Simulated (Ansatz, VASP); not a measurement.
# One calculation of ZnS, two programs

File POSCAR:

```
ZnS
1.0
    0.0000000000      2.8018492648      2.5600519640
    2.8018492648      0.0000000000      2.5600519640
    2.8018492648      2.8018492648      0.0000000000
Zn S
1 1
Direct
    0.0000000000      0.0000000000      0.0000000000
    0.2500000000      0.2500000000      0.2500000000
```

File INCAR.step1:

```
ALGO = Normal
EDIFF = 1E-4
ENCUT = 520
GGA = PE
ISMEAR = 0
LASPH = T
LCHARG = F
LREAL = F
LWAVE = T
NBANDS = 16
NELM = 100
PREC = Accurate
SIGMA = 0.01
```

Contents of INCAR.step2:

```
ALGO = Normal
EDIFF = 1E-6
ENCUT = 520
ISIF = 2
ISMEAR = 0
ISTART = 1
LASPH = T
LCHARG = F
LMIXTAU = T
LREAL = F
LWAVE = F
METAGGA = R2SCAN
NBANDS = 16
NELM = 100
PREC = Accurate
SIGMA = 0.01
```

File KPOINTS:

```
k-points
0
Gamma
  8 8 8
```

Input for Ansatz:

```yaml
crystal:
  lattice:
    - [0.0, 2.8018492648, 2.560051964]
    - [2.8018492648, 0.0, 2.560051964]
    - [2.8018492648, 2.8018492648, 0.0]
  atoms:
    - { symbol: Zn, position: [0.0, 0.0, 0.0] }
    - { symbol: S, position: [0.25, 0.25, 0.25] }
kpoints:
  mp_grid: { grid: [8, 8, 8] }
  band_path:
    path:
      - [0.0, 0.0, 0.0]
      - [-0.5, -0.5, 0.0]
      - [-0.375, -0.375, 0.25]
      - [-0.375, 0.0, 0.375]
      - [0.0, 0.0, 0.5]
      - [-0.5, -0.25, 0.25]
    npoints: 1
hamiltonian:
  xc: r2scan
scf:
  occupations: { method: fixed }
  n_extra_bands: 4
output:
  forces: true
  stress: true
  eigenvalues: true
```

Change from the starting cell: epitaxial_xy strain +4.0%.

Alike in both runs: task single point; functional r2SCAN; k mesh 8 × 8 × 8; no spin polarisation.

```csv
,VASP,Ansatz
version,VASP 6.6.1,Ansatz 0.2.0
potentials or method,"VASP PAW PBE potentials, release 64 (Zn, S)","plane waves, PAW"
plane-wave cutoff (eV),520,500
occupations,"gaussian, width 0.01 eV",fixed
valence electrons in the cell,18,18
```

|  | VASP | Ansatz | Ansatz less VASP |
| --- | --- | --- | --- |
| gap on the k mesh at the Fermi level (eV) | 2.39 | 2.38 | -0.009 |
| pressure (GPa) | -2.2 | -2.2 | -0.01 |
| traceless stress, the component that is largest in VASP (GPa) | 2.24 | 2.24 | +0.003 |

VASP's potentials were made for PBE, not for r2SCAN.
